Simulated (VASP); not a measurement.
Input of a VASP 6.6.1 run:

INCAR

```
PREC     = Accurate       # precision mode
ENCUT    = 500            # plane-wave cutoff, eV
EDIFF    = 1E-7           # SCF threshold, eV
ISMEAR   = 1              # smearing method
SIGMA    = 0.02           # smearing width, eV
LREAL    = F              # projectors in reciprocal space
LASPH    = T              # aspherical terms in the spheres
NELM     = 200            # most SCF steps
ALGO     = Normal         # electronic algorithm
ISIF     = 3              # what is computed and relaxed
LWAVE    = F              # write WAVECAR
LCHARG   = F              # write CHGCAR
ISPIN    = 2              # spin polarisation
MAGMOM   = 1.5 0 0        # initial moments
LORBIT   = 11             # projections on sites
LMAXMIX  = 4              # l up to which the mixer works
GGA      = PS             # functional
IBRION   = 2              # ionic algorithm
NSW      = 80             # ionic steps
EDIFFG   = -0.03          # ionic threshold
GGA_COMPAT= F            
NELMIN   = 4
```

KPOINTS

```
regular mesh
0
Gamma
  10 10 10
```

The input POSCAR:

```
VH2
1.0
    0.0000000000      2.1355000000      2.1355000000
    2.1355000000      0.0000000000      2.1355000000
    2.1355000000      2.1355000000      0.0000000000
V H
1 2
Direct
    0.0000000000      0.0000000000      0.0000000000
    0.2500000000      0.2500000000      0.2500000000
    0.7500000000      0.7500000000      0.7500000000
```

Potentials or basis: VASP PAW PBE potentials, release 64 (V_sv, H).

The run is started by

```sh
$ cat potpaw_PBE.64/V_sv/POTCAR potpaw_PBE.64/H/POTCAR > POTCAR
$ mpirun -np 1 vasp_std > vasp.out
```

(1) What does it give for the space group after relaxing (to 0.1 Å)?

(2) Estimate the relaxed volume.

(3) Predict the net moment.

Results:

(1) Fm-3m (No. 225).

(2) 6.03 Å³/atom.

(3) 0.00 μB per cell.

Caveat: the PAW data sets were made with another functional, which shifts forces and pressure a little.
